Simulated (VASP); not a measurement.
Here is a VASP 6.6.1 calculation.

File INCAR:

```
SYSTEM = W
PREC = Accurate
ENCUT = 520
EDIFF = 1E-7
ISMEAR = 0
SIGMA = 0.15
LREAL = .False.
LASPH = .True.
NELM = 80
ALGO = Normal
ISIF = 2
LWAVE = .False.
LCHARG = .False.
GGA = PS
NBANDS = 13
```

File KPOINTS:

```
regular mesh
0
Gamma
  20 20 20
  0 0 0
```

File POSCAR:

```
W
1.0
    0.0000000000      2.0300000000      1.8676000000
    2.0300000000      0.0000000000      1.8676000000
    2.0300000000      2.0300000000      0.0000000000
W
1
Direct
    0.0000000000      0.0000000000      0.0000000000
```

Potentials or basis: VASP PAW PBE potentials, release 64 (W_sv).

Command:

```bash
$ cat potpaw_PBE.64/W_sv/POTCAR > POTCAR
$ mpirun -np 1 vasp_std > vasp.out
```

Task: Estimate the band gap on the k mesh.

Result: Zero (band 7 reaches 15.87 eV, above the bottom of band 8 at 10.61 eV).

Task: Predict the pressure.

Result: 12.7 GPa.

Stress tensor (GPa, compression positive):
```
21.17  0.00  0.00
 0.00 21.17  0.00
 0.00  0.00 -4.17
```

Caveat: the cell differs from its parent crystal (strain +0.000 along x and y, -0.080 along z); the PAW data sets were made with another functional, which shifts forces and pressure a little; spin-orbit coupling is left out, which moves the levels of the heavy elements.
